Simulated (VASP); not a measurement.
# Ga6GeTe (P-6m2) in VASP: single point with PBE

Aim: the single point of Ga6GeTe with PBE.

Everything below comes from runs of VASP 6.6.1. Logs are shortened: lines on timing, memory, paths and dates and some standing lists are left out, and cuts for length are marked.

## 1. The cell of the first run

It takes space group P-6m2 (No. 187, hexagonal). Conventional cell: a = 4.855 Å, b = 4.855 Å, c = 8.812 Å, α = 90.00°, β = 90.00°, γ = 120.00°. Ga (site symmetry -6m2) has 11 Ga at 2.80 to 3.22 Å within 3.7 Å. Ga (site symmetry 3m) has 1 Ge at 2.82 Å and 10 Ga at 3.08 to 3.22 Å within 3.7 Å. Within 3.8 Å of Ga (site symmetry 3m) lie 5 Ga at 2.87 to 3.08 Å and 3 Ge at 3.20 Å and 3 Te at 3.20 Å. Within 3.7 Å of Ga (site symmetry -6m2) lie 9 Ga at 2.80 to 3.22 Å. Ge (site symmetry -6m2) has 3 Te at 2.80 Å and 8 Ga at 2.82 to 3.20 Å within 3.7 Å. Within 3.7 Å of Te (site symmetry -6m2) lie 3 Ge at 2.80 Å and 6 Ga at 3.20 Å.

## 2. Single point, PBE

Input file INCAR:

```
PREC = Accurate
ENCUT = 520
EDIFF = 1E-7
ISMEAR = 0
SIGMA = 0.2
LREAL = F
LASPH = T
NELM = 60
ALGO = Normal
ISIF = 2
LWAVE = F
LCHARG = F
GGA = PE
NBANDS = 59
```

Input file KPOINTS:

```
Automatic mesh
0
Gamma
  4 4 2
```

Input file POSCAR:

```
Ga6GeTe
1.0
    4.8553554095      0.0000000030      0.0000000000
   -2.4276777074      4.2048611275      0.0000000000
    0.0000000000      0.0000000000      8.8116441741
Ga Ge Te
6 1 1
Direct
    0.6666666667      0.3333333333      0.0000000000
    0.3333333333      0.6666666667      0.1797123529
    0.3333333333      0.6666666667      0.8202876471
    0.6666666667      0.3333333333      0.6746079872
    0.6666666667      0.3333333333      0.3253920128
    0.0000000000      0.0000000000      0.0000000000
    0.3333333333      0.6666666667      0.5000000000
    0.0000000000      0.0000000000      0.5000000000
```

Potentials or basis: VASP PAW PBE potentials, release 64 (Ga_d, Ge_d, Te).

On the command line:

```bash
$ cat potpaw_PBE.64/Ga_d/POTCAR potpaw_PBE.64/Ge_d/POTCAR potpaw_PBE.64/Te/POTCAR > POTCAR
$ mpirun -np 1 vasp_std > vasp.out
```

OUTCAR:

```text
PREC = Accurate
   ENCUT = 520
   EDIFF = 1E-7
   ISMEAR = 0
   LREAL = F
   LASPH = T
   NELM = 60
   ISIF = 2
   GGA = PE

 ion  position               nearest neighbor table
   1  0.667  0.333  0.000-   6 2.80   6 2.80   6 2.80   4 2.87   5 2.87
   2  0.333  0.667  0.180-   7 2.82
   3  0.333  0.667  0.820-   7 2.82
   4  0.667  0.333  0.675-   1 2.87   8 3.20   8 3.20   8 3.20
   5  0.667  0.333  0.325-   1 2.87   8 3.20   8 3.20   8 3.20
   6  0.000  0.000  0.000-   1 2.80   1 2.80   1 2.80
   7  0.333  0.667  0.500-   8 2.80   8 2.80   8 2.80   2 2.82   3 2.82
   8  0.000  0.000  0.500-   7 2.80   7 2.80   7 2.80   4 3.20   5 3.20   5 3.20   4 3.20   5 3.20
                             4 3.20

  LATTYP: Found a hexagonal cell.
 ALAT       =     4.8553554095
 C/A-ratio  =     1.8148299004

  Lattice vectors:

 A1 = (   4.8553554095,   0.0000000030,   0.0000000000)
 A2 = (  -2.4276777074,   4.2048611275,   0.0000000000)
 A3 = (   0.0000000000,   0.0000000000,   8.8116441741)

Analysis of symmetry for initial positions (statically):
=====================================================================
 Subroutine PRICEL returns:
 Original cell was already a primitive cell.

 Routine SETGRP: Setting up the symmetry group for a
 hexagonal supercell.

 Subroutine GETGRP returns: Found 12 space group operations
 (whereof 12 operations were pure point group operations)
 out of a pool of 24 trial point group operations.

The static configuration has the point symmetry D_3h.

Analysis of symmetry for dynamics (positions and initial velocities):
=====================================================================
 Subroutine PRICEL returns:
 Original cell was already a primitive cell.

 Routine SETGRP: Setting up the symmetry group for a
 hexagonal supercell.

 Subroutine GETGRP returns: Found 12 space group operations
 (whereof 12 operations were pure point group operations)
 out of a pool of 24 trial point group operations.

The dynamic configuration has the point symmetry D_3h.

 Subroutine INISYM returns: Found 12 space group operations
 (whereof 12 operations are pure point group operations),
 and found     1 'primitive' translations

----------------------------------------------------------------------------------------

                                     Primitive cell

  volume of cell :     179.8994

  direct lattice vectors                    reciprocal lattice vectors
     4.855355410  0.000000003  0.000000000     0.205958146  0.118909991  0.000000000
    -2.427677707  4.204861128  0.000000000    -0.000000000  0.237819982  0.000000000
     0.000000000  0.000000000  8.811644174     0.000000000  0.000000000  0.113486199

  length of vectors
     4.855355410  4.855355410  8.811644174     0.237819982  0.237819982  0.113486199

  position of ions in fractional coordinates (direct lattice)
     0.666666667  0.333333333  0.000000000
     0.333333333  0.666666667  0.179712353
     0.333333333  0.666666667  0.820287647
     0.666666667  0.333333333  0.674607987
     0.666666667  0.333333333  0.325392013
     0.000000000  0.000000000  0.000000000
     0.333333333  0.666666667  0.500000000
     0.000000000  0.000000000  0.500000000

  ion indices of the primitive-cell ions
   primitive index   ion index
                 1           1
                 2           2
                 3           3
                 4           4
                 5           5
                 6           6
                 7           7
                 8           8

----------------------------------------------------------------------------------------

 KPOINTS: Automatic mesh

Automatic generation of k-mesh.
 Grid dimensions read from file:
 generate k-points for:    4    4    2

 Generating k-lattice:

  Cartesian coordinates                     Fractional coordinates (reciprocal lattice)
     0.051489537  0.029727498  0.000000000     0.250000000  0.000000000  0.000000000
    -0.000000000  0.059454996  0.000000000     0.000000000  0.250000000  0.000000000
     0.000000000  0.000000000  0.056743099     0.000000000  0.000000000  0.500000000

  Length of vectors
     0.059454996  0.059454996  0.056743099

  Shift w.r.t. Gamma in fractional coordinates (k-lattice)
     0.000000000  0.000000000  0.000000000

 Subroutine IBZKPT returns following result:
 ===========================================

 Found      8 irreducible k-points:

 Following reciprocal coordinates:
            Coordinates               Weight
  0.000000  0.000000  0.000000      1.000000
  0.250000  0.000000  0.000000      6.000000
  0.500000  0.000000  0.000000      3.000000
  0.250000  0.250000  0.000000      6.000000
  0.000000  0.000000  0.500000      1.000000
  0.250000  0.000000  0.500000      6.000000
  0.500000  0.000000  0.500000      3.000000
  0.250000  0.250000  0.500000      6.000000
   k-points           NKPTS =      8   k-points in BZ     NKDIM =      8   number of bands    NBANDS=     59
   number of dos      NEDOS =    301   number of ions     NIONS =      8
   total plane-waves  NPLWV =  90720
   dimension x,y,z NGX =    36 NGY =   36 NGZ =   70
   dimension x,y,z NGXF=    72 NGYF=   72 NGZF=  140
   ions per type =               6   1   1
   NGX,Y,Z   is equivalent  to a cutoff of  12.33, 12.33, 13.21 a.u.
   NGXF,Y,Z  is equivalent  to a cutoff of  24.65, 24.65, 26.41 a.u.
 SYSTEM =  unknown system
   PREC   = accura    normal or accurate (medium, high low for compatibility)
   ISTART =      0    job   : 0-new  1-cont  2-samecut
   ICHARG =      2    charge: 1-file 2-atom 10-const
   ISPIN  =      1    spin polarized calculation?
   LNONCOLLINEAR =      F non collinear calculations
   LSORBIT =      F    spin-orbit coupling
   LASPH  =      T    aspherical Exc in radial PAW
   ENCUT  =  520.0 eV  38.22 Ry    6.18 a.u.   9.03  9.03 16.38*2*pi/ulx,y,z
   NELM   =     60;   NELMIN=  2; NELMDL= -5     # of ELM steps
   EDIFF  = 0.1E-06   stopping-criterion for ELM
   LREAL  =      F    real-space projection
   EDIFFG = 0.1E-05   stopping-criterion for IOM
   NSW    =      0    number of steps for IOM
   IBRION =     -1    ionic relax: 0-MD 1-quasi-New 2-CG
   NFREE  =      0    steps in history (QN), initial steepest desc. (CG)
   ISIF   =      2    stress and relaxation
   ISYM   =      2    0-nonsym 1-usesym 2-fastsym
   POTIM  = 0.5000    time-step for ionic-motion
   TEBEG  =    0.0;   TEEND  =   0.0 temperature during run
   PSTRESS=    0.0 pullay stress
   NELECT =      98.0000    total number of electrons
   NUPDOWN=      -1.0000    fix difference up-down
   EMIN   =  10.00;   EMAX   =-10.00  energy-range for DOS
   EFERMI =   0.00;   METHOD = LEGACY
   ISMEAR =     0;   SIGMA  =   0.20  broadening in eV -4-tet -1-fermi 0-gaus
   EFERMI_NEDOS =   21; number of points for ismear=-14 and -15
   IALGO  =     38    algorithm
   IMIX   =      4    mixing-type and parameters
     AMIX     =   0.40;   BMIX     =  1.00
     AMIX_MAG =   1.60;   BMIX_MAG =  1.00
  volume/ion in A,a.u.               =      22.49       151.75
  Fermi-wavevector in a.u.,A,eV,Ry     =   1.337027  2.526615 24.322350  1.787642
  Thomas-Fermi vector in A             =   2.465608
   LORBIT       =      0    0 simple, 1 ext, 2 COOP (PROOUT), +10 PAW based schemes
   GGA     = PE    functional components
   LHFCALC =     F    Hartree Fock is set to
   AEXX    =    0.0000 exact exchange contribution
   IVDW    =     0    specifies the selected vdW correction
   LEPSILON=     F    determine dielectric tensor
   LRPA    =     F    only Hartree local field effects (RPA)
 non-spin polarized calculation
 Gauss-broadening in eV      SIGMA  =   0.20
  energy-cutoff  :      520.00
  volume of cell :      179.90
 maximum number of plane-waves:      4868
   NGX = 19   NGY = 19   NGZ = 33

 number of electron      97.9999946 magnetization

 Free energy of the ion-electron system (eV)
  ---------------------------------------------------
  ext. energy  EPLUGINS =         0.00000000
  ---------------------------------------------------
  free energy    TOTEN  =       -24.00594632 eV

  energy without entropy =      -23.93707136  energy(sigma->0) =      -23.97150884

 E-fermi :   5.1561     XC(G=0): -10.2665

 val. band max:        5.1098667478   @ k =   0.0000   0.0000   0.5000
 cond. band min:       5.2028471169   @ k =   0.2500   0.0000   0.5000
 fundamental gap:      0.0929803691
 Fermi energy:         5.1560551605

 k-point     1 :       0.0000    0.0000    0.0000
  band No.  band energies     occupation
      1     -19.5518      2.00000
      2     -19.5518      2.00000
      3     -19.4909      2.00000
      4     -19.4909      2.00000
      5     -19.4871      2.00000
      6      -9.9100      2.00000
[... 51 lines left out ...]
     58       8.0580      0.00000
     59       8.9147      0.00000

 k-point     2 :       0.2500    0.0000    0.0000
  band No.  band energies     occupation
      1     -19.5521      2.00000
      2     -19.5511      2.00000
      3     -19.4911      2.00000
      4     -19.4909      2.00000
      5     -19.4865      2.00000
      6      -9.9107      2.00000
[... 51 lines left out ...]
     58       8.6514      0.00000
     59       9.4101      0.00000

 k-point     3 :       0.5000    0.0000    0.0000
  band No.  band energies     occupation
      1     -19.5524      2.00000
      2     -19.5503      2.00000
      3     -19.4913      2.00000
      4     -19.4909      2.00000
      5     -19.4858      2.00000
      6      -9.9156      2.00000
[... 51 lines left out ...]
     58       9.9851      0.00000
     59      10.0094      0.00000

 k-point     4 :       0.2500    0.2500    0.0000
  band No.  band energies     occupation
      1     -19.5523      2.00000
      2     -19.5504      2.00000
      3     -19.4912      2.00000
      4     -19.4910      2.00000
      5     -19.4858      2.00000
      6      -9.9252      2.00000
[... 51 lines left out ...]
     58       9.2872      0.00000
     59      10.3622      0.00000

 k-point     5 :       0.0000    0.0000    0.5000
  band No.  band energies     occupation
      1     -19.5518      2.00000
      2     -19.5518      2.00000
      3     -19.4909      2.00000
      4     -19.4909      2.00000
      5     -19.4871      2.00000
      6      -9.8991      2.00000
[... 51 lines left out ...]
     58       7.8906      0.00000
     59       7.8906      0.00000

 k-point     6 :       0.2500    0.0000    0.5000
  band No.  band energies     occupation
      1     -19.5521      2.00000
      2     -19.5511      2.00000
      3     -19.4911      2.00000
      4     -19.4909      2.00000
      5     -19.4865      2.00000
      6      -9.9049      2.00000
[... 51 lines left out ...]
     58       8.4036      0.00000
     59       8.8041      0.00000

 k-point     7 :       0.5000    0.0000    0.5000
  band No.  band energies     occupation
      1     -19.5524      2.00000
      2     -19.5503      2.00000
      3     -19.4913      2.00000
      4     -19.4909      2.00000
      5     -19.4858      2.00000
      6      -9.9135      2.00000
[... 51 lines left out ...]
     58       9.8656      0.00000
     59       9.9704      0.00000

 k-point     8 :       0.2500    0.2500    0.5000
  band No.  band energies     occupation
      1     -19.5523      2.00000
      2     -19.5504      2.00000
      3     -19.4912      2.00000
      4     -19.4910      2.00000
      5     -19.4858      2.00000
      6      -9.9249      2.00000
[... 51 lines left out ...]
     58       9.5090      0.00000
     59       9.8266      0.00000

------------------------ aborting loop because EDIFF is reached ----------------------------------------

  FORCE on cell =-STRESS in cart. coord.  units (eV):
  Direction    XX          YY          ZZ          XY          YZ          ZX
  --------------------------------------------------------------------------------------
  -------------------------------------------------------------------------------------
  Total       -0.5231975     -0.5231975     -0.3385074      0.0000000      0.0000000     -0.0000000
  in kB       -4.6595780     -4.6595780     -3.0147347      0.0000000      0.0000000     -0.0000000
  external PRESSURE =      -4.1112969 kB  Pullay stress =       0.0000000 kB

 VOLUME and BASIS-vectors are now :
 -----------------------------------------------------------------------------
  energy-cutoff  :      520.00
  volume of cell :      179.90
      direct lattice vectors                 reciprocal lattice vectors
     4.855355410  0.000000003  0.000000000     0.205958146  0.118909991  0.000000000
    -2.427677707  4.204861128  0.000000000    -0.000000000  0.237819982  0.000000000
     0.000000000  0.000000000  8.811644174     0.000000000  0.000000000  0.113486199

 POSITION                                       TOTAL-FORCE (eV/Angst)
 -----------------------------------------------------------------------------------
      2.42768      1.40162      0.00000        -0.000000      0.000000      0.000000
     -0.00000      2.80324      1.58356         0.000000      0.000000      0.012749
     -0.00000      2.80324      7.22808         0.000000      0.000000     -0.012749
      2.42768      1.40162      5.94441         0.000000     -0.000000     -0.026226
      2.42768      1.40162      2.86724         0.000000     -0.000000      0.026226
      0.00000      0.00000      0.00000         0.000000     -0.000000      0.000000
     -0.00000      2.80324      4.40582         0.000000      0.000000      0.000000
      0.00000      0.00000      4.40582         0.000000     -0.000000      0.000000
 -----------------------------------------------------------------------------------
    total drift:                               -0.000001      0.000000      0.000000

  FREE ENERGIE OF THE ION-ELECTRON SYSTEM (eV)
  ---------------------------------------------------
  free  energy   TOTEN  =       -24.0059463182 eV

  energy  without entropy=      -23.9370713648  energy(sigma->0) =      -23.97150884
```

It took 54 s on 1 thread of Intel Xeon 6975P-C (Granite Rapids), shared host; peak memory 0.32 GiB.

Results:

* Free energy: -24.0059 eV
* Pressure: -0.4 GPa
* Largest force: 0.026 eV/Å
* Band gap on the k mesh: zero (band 49 reaches 5.76 eV, above the bottom of band 50 at 5.02 eV)

Forces in eV/Å, atoms in the order of the input:
```
Ga   0.000  0.000  0.000
Ga   0.000  0.000  0.013
Ga   0.000  0.000 -0.013
Ga   0.000  0.000 -0.026
Ga   0.000  0.000  0.026
Ga   0.000  0.000  0.000
Ge   0.000  0.000  0.000
Te   0.000  0.000  0.000
```

Stress tensor (GPa, compression positive):
```
-0.47  0.00  0.00
 0.00 -0.47  0.00
 0.00  0.00 -0.30
```

Levels at points of the mesh, in eV from the Fermi level:
```tsv
k point	band 46	band 47	band 48	band 49	band 50	band 51	band 52	band 53
(0.00, 0.00, 0.00)	-1.66	-1.51	-1.42	-0.10	-0.10	0.12	0.14	0.46
(0.50, 0.00, 0.00)	-2.23	-1.03	-0.61	-0.39	-0.14	0.35	2.14	2.48
(0.00, 0.00, 0.50)	-1.48	-1.48	-0.57	-0.57	-0.05	-0.05	0.13	0.71
(0.50, 0.00, 0.50)	-2.72	-2.52	-0.72	0.60	0.83	1.23	1.45	2.68
```

Caveat: the k points lie up to 0.37 Å⁻¹ apart; spin-orbit coupling is left out, which moves the levels of the heavy elements.
